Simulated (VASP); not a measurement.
# O (Fmmm) in VASP: single point with PBE

Aim: the single point of O with PBE.

Program: VASP 6.6.1. These are calculated values, not measurements. Logs are shortened: lines on timing, memory, paths and dates and some standing lists are left out, and cuts for length are marked.

### Step 1. The cell of the first run

It takes space group Fmmm (No. 69, orthorhombic). Conventional cell: a = 2.957 Å, b = 4.215 Å, c = 6.690 Å, α = 90.00°, β = 90.00°, γ = 90.00°. Within 1.6 Å of O (site symmetry mm2) lie 1 O at 1.22 Å.

### Step 2. Single point, PBE

The input, INCAR:

```
ALGO = Normal
EDIFF = 1E-6
ENCUT = 1340
GGA = PE
GGA_COMPAT = F
ISIF = 2
ISMEAR = 0
ISYM = 0
LASPH = T
LCHARG = F
LREAL = F
LWAVE = F
NBANDS = 13
NELM = 120
PREC = Accurate
SIGMA = 0.1
```

The input, KPOINTS:

```
k-points
0
Gamma
  3 1 1
```

The input, POSCAR:

```
O
1.0
    0.0000000000      2.1075500000      3.3448500000
    1.4783500000      0.0000000000      3.3448500000
    1.4783500000      2.1075500000      0.0000000000
O
2
Direct
    0.0945741767      0.0945741767      0.9054258233
    0.9129000000      0.9129000000      0.0871000000
```

Potentials or basis: VASP PAW PBE potentials, release 64 (O_h).

Launch:

```
$ cat potpaw_PBE.64/O_h/POTCAR > POTCAR
$ mpirun -np 1 vasp_std > vasp.out
```

OUTCAR:

```text
EDIFF = 1E-6
   ENCUT = 1340
   GGA = PE
   ISIF = 2
   ISMEAR = 0
   ISYM = 0
   LASPH = T
   LREAL = F
   NELM = 120
   PREC = Accurate

 ion  position               nearest neighbor table
   1  0.095  0.095  0.905-   2 1.22
   2  0.913  0.913  0.087-   1 1.22

IMPORTANT INFORMATION: All symmetrisations will be switched off!
NOSYMM: (Re-)initialisation of all symmetry stuff for point group C_1.

----------------------------------------------------------------------------------------

                                     Primitive cell

  volume of cell :      20.8431

  direct lattice vectors                    reciprocal lattice vectors
     0.000000000  2.107550000  3.344850000    -0.338214902  0.237242296  0.149483534
     1.478350000  0.000000000  3.344850000     0.338214902 -0.237242296  0.149483534
     1.478350000  2.107550000  0.000000000     0.338214902  0.237242296 -0.149483534

  length of vectors
     3.953452735  3.656985131  2.574351515     0.439338769  0.439338769  0.439338769

  position of ions in fractional coordinates (direct lattice)
     0.094574177  0.094574177  0.905425823
     0.912900000  0.912900000  0.087100000

  ion indices of the primitive-cell ions
   primitive index   ion index
                 1           1
                 2           2

----------------------------------------------------------------------------------------

 KPOINTS: k-points

Automatic generation of k-mesh.
 Grid dimensions read from file:
 generate k-points for:    3    1    1

 Generating k-lattice:

  Cartesian coordinates                     Fractional coordinates (reciprocal lattice)
    -0.112738301  0.079080765  0.049827845     0.333333333  0.000000000  0.000000000
     0.338214902 -0.237242296  0.149483534     0.000000000  1.000000000  0.000000000
     0.338214902  0.237242296 -0.149483534    -0.000000000  0.000000000  1.000000000

  Length of vectors
     0.146446256  0.439338769  0.439338769

  Shift w.r.t. Gamma in fractional coordinates (k-lattice)
     0.000000000  0.000000000  0.000000000

 -----------------------------------------------------------------------------
|                                                                             |
|           W    W    AA    RRRRR   N    N  II  N    N   GGGG   !!!           |
|           W    W   A  A   R    R  NN   N  II  NN   N  G    G  !!!           |
|           W    W  A    A  R    R  N N  N  II  N N  N  G       !!!           |
[... 55 lines left out ...]
   NELECT =      12.0000    total number of electrons
   NUPDOWN=      -1.0000    fix difference up-down
   EMIN   =  10.00;   EMAX   =-10.00  energy-range for DOS
   EFERMI =   0.00;   METHOD = LEGACY
   ISMEAR =     0;   SIGMA  =   0.10  broadening in eV -4-tet -1-fermi 0-gaus
   EFERMI_NEDOS =   21; number of points for ismear=-14 and -15
   IALGO  =     38    algorithm
   IMIX   =      4    mixing-type and parameters
     AMIX     =   0.40;   BMIX     =  1.00
     AMIX_MAG =   1.60;   BMIX_MAG =  1.00
  volume/ion in A,a.u.               =      10.42        70.33
  Fermi-wavevector in a.u.,A,eV,Ry     =   1.361909  2.573634 25.236021  1.854795
  Thomas-Fermi vector in A             =   2.488444
   LORBIT       =      0    0 simple, 1 ext, 2 COOP (PROOUT), +10 PAW based schemes
   GGA     = PE    functional components
   LHFCALC =     F    Hartree Fock is set to
   AEXX    =    0.0000 exact exchange contribution
   IVDW    =     0    specifies the selected vdW correction
   LEPSILON=     F    determine dielectric tensor
   LRPA    =     F    only Hartree local field effects (RPA)
 non-spin polarized calculation
 Gauss-broadening in eV      SIGMA  =   0.10
  energy-cutoff  :     1340.00
  volume of cell :       20.84
 maximum number of plane-waves:      2327
 NGX is ok and might be reduce to    48
   NGX = 23   NGY = 21   NGZ = 15

 number of electron      12.0000000 magnetization

 Free energy of the ion-electron system (eV)
  ---------------------------------------------------
  ext. energy  EPLUGINS =         0.00000000
  ---------------------------------------------------
  free energy    TOTEN  =        -8.34900478 eV

  energy without entropy =       -8.31114144  energy(sigma->0) =       -8.33007311

 E-fermi :   2.7192     XC(G=0):  -9.9313

 val. band max:        2.6807655209   @ k =   0.0000   0.0000   0.0000
 cond. band min:       2.7935797303   @ k =   0.3333   0.0000   0.0000
 fundamental gap:      0.1128142094
 Fermi energy:         2.7192463358

 k-point     1 :       0.0000    0.0000    0.0000
  band No.  band energies     occupation
      1     -25.0318      2.00000
      2     -12.0436      2.00000
      3      -7.2586      2.00000
      4      -3.5528      2.00000
      5      -3.1990      2.00000
      6       2.6808      1.41370
      7       3.1595      0.00000
      8      11.7366      0.00000
      9      12.9876      0.00000
     10      18.1900      0.00000
     11      21.7326      0.00000
     12      23.4314      0.00000
     13      27.1508      0.00000

 k-point     2 :       0.3333    0.0000    0.0000
  band No.  band energies     occupation
      1     -24.5780      2.00000
      2     -12.0704      2.00000
      3      -6.4463      2.00000
      4      -5.0942      2.00000
      5      -3.7340      2.00000
      6       1.3186      2.00000
      7       2.7936      0.29315
      8      12.0966      0.00000
      9      15.1733      0.00000
     10      18.4807      0.00000
     11      19.2048      0.00000
     12      21.9760      0.00000
     13      25.7294      0.00000

------------------------ aborting loop because EDIFF is reached ----------------------------------------

  FORCE on cell =-STRESS in cart. coord.  units (eV):
  Direction    XX          YY          ZZ          XY          YZ          ZX
  --------------------------------------------------------------------------------------
  -------------------------------------------------------------------------------------
  Total        1.9711262      2.4012178      0.0649946      1.6489467     -0.0135106     -0.5944377
  in kB      151.5176502    184.5781698      4.9960430    126.7521727     -1.0385391    -45.6935715
  external PRESSURE =     113.6972877 kB  Pullay stress =       0.0000000 kB

 VOLUME and BASIS-vectors are now :
 -----------------------------------------------------------------------------
  energy-cutoff  :     1340.00
  volume of cell :       20.84
      direct lattice vectors                 reciprocal lattice vectors
     0.000000000  2.107550000  3.344850000    -0.338214902  0.237242296  0.149483534
     1.478350000  0.000000000  3.344850000     0.338214902 -0.237242296  0.149483534
     1.478350000  2.107550000  0.000000000     0.338214902  0.237242296 -0.149483534

 POSITION                                       TOTAL-FORCE (eV/Angst)
 -----------------------------------------------------------------------------------
      1.47835      2.10755      0.63267         0.173156      0.577415     -0.759536
      1.47835      2.10755      6.10703        -0.173156     -0.577415      0.759536
 -----------------------------------------------------------------------------------
    total drift:                               -0.000030     -0.000061      0.000193

  FREE ENERGIE OF THE ION-ELECTRON SYSTEM (eV)
  ---------------------------------------------------
  free  energy   TOTEN  =        -8.3490047840 eV

  energy  without entropy=       -8.3111414434  energy(sigma->0) =       -8.33007311
```

OSZICAR:

```text
N       E                     dE             d eps       ncg     rms          rms(c)
DAV:   1     0.965437613604E+02    0.96544E+02   -0.10558E+04    52   0.176E+03
DAV:   2    -0.272193871586E+01   -0.99266E+02   -0.91830E+02    83   0.285E+02
DAV:   3    -0.864267277456E+01   -0.59207E+01   -0.58909E+01    62   0.612E+01
DAV:   4    -0.867789008934E+01   -0.35217E-01   -0.35214E-01    52   0.567E+00
DAV:   5    -0.867807551733E+01   -0.18543E-03   -0.18542E-03    67   0.387E-01    0.692E+00
DAV:   6    -0.836695268041E+01    0.31112E+00   -0.48983E-01    52   0.442E+00    0.259E+00
DAV:   7    -0.834470476549E+01    0.22248E-01   -0.14410E-01    52   0.281E+00    0.116E+00
DAV:   8    -0.834939924490E+01   -0.46945E-02   -0.17301E-02    57   0.956E-01    0.456E-01
DAV:   9    -0.834896981887E+01    0.42943E-03   -0.24443E-03    52   0.282E-01    0.113E-01
DAV:  10    -0.834899534257E+01   -0.25524E-04   -0.22372E-04    52   0.140E-01    0.238E-02
DAV:  11    -0.834900355305E+01   -0.82105E-05   -0.21182E-05    57   0.444E-02    0.858E-03
DAV:  12    -0.834900464441E+01   -0.10914E-05   -0.30308E-06    52   0.163E-02    0.163E-03
DAV:  13    -0.834900478401E+01   -0.13960E-06   -0.20609E-07    26   0.430E-03
   1 F= -.83490048E+01 E0= -.83300731E+01  d E =-.378633E-01
```

Wall time 5.9 s (1 thread of Intel Xeon Platinum 8375C at 2.90GHz (Ice Lake), shared host); peak memory 0.22 GiB.

What came out:

| Item | Value |
| --- | --- |
| Free energy | -8.3490 eV |
| Pressure | 11.4 GPa |
| Largest force | 0.970 eV/Å |
| Band gap on the k mesh | 0.11 eV (least direct gap 0.48 eV) |

Forces in eV/Å, atoms in the order of the input:
```
O    0.173  0.577 -0.760
O   -0.173 -0.577  0.760
```

Stress tensor (GPa, compression positive):
```
15.15 12.68 -4.57
12.68 18.46 -0.10
-4.57 -0.10  0.50
```

Caveat: the k points lie up to 2.52 Å⁻¹ apart, too coarse for converged energies, forces and pressures; spin is off for a triplet molecule; this functional lacks dispersion, which holds the molecules together, so the pressure and a relaxed volume are unreliable. A k mesh can miss the band edges.
